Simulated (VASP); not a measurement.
# Ge: single point with PBEsol

Ge:

```
Ge
1.0
     0.00000    2.04214    2.04214
     2.04214    0.00000    2.04214
     2.04214    2.04214    0.00000
Ge
1
Cartesian
  0.0000 0.0000 0.0000
```

This cell differs from its parent crystal: volume scaled by 0.92.

```
Program                : VASP 6.6.1
Task                   : single point
Functional             : PBEsol
Potentials or basis    : VASP PAW PBE potentials, release 64 (Ge_d)
Cutoff                 : 520 eV
k mesh                 : 15 × 15 × 15
Occupations            : fermi-dirac, width 0.1 eV
Spin                   : no spin polarisation
Dipole correction      : no
Further INCAR settings : ALGO = Normal; EDIFF = 1e-06; NBANDS = 13
```

```
Pressure               : 7.7 GPa
Band gap on the k mesh : zero (band 7 reaches 17.84 eV, above the bottom of band 8 at 5.27 eV)
```

Levels at points of the mesh, in eV from the Fermi level:
| k point | band 3 | band 4 | band 5 | band 6 | band 7 | band 8 | band 9 | band 10 | band 11 | band 12 |
| --- | --- | --- | --- | --- | --- | --- | --- | --- | --- | --- |
| (0.00, 0.00, 0.00) | -24.81 | -24.74 | -24.74 | -14.22 | 9.90 | 9.90 | 9.90 | 14.66 | 14.66 | 14.66 |

Run time: 7.1 s on 1 thread of Intel(R) Xeon(R) 6975P-C (Granite Rapids), with other jobs on the host, peak memory 0.15 GiB.

Caveat: the PAW data sets were made with another functional, which shifts forces and pressure a little.
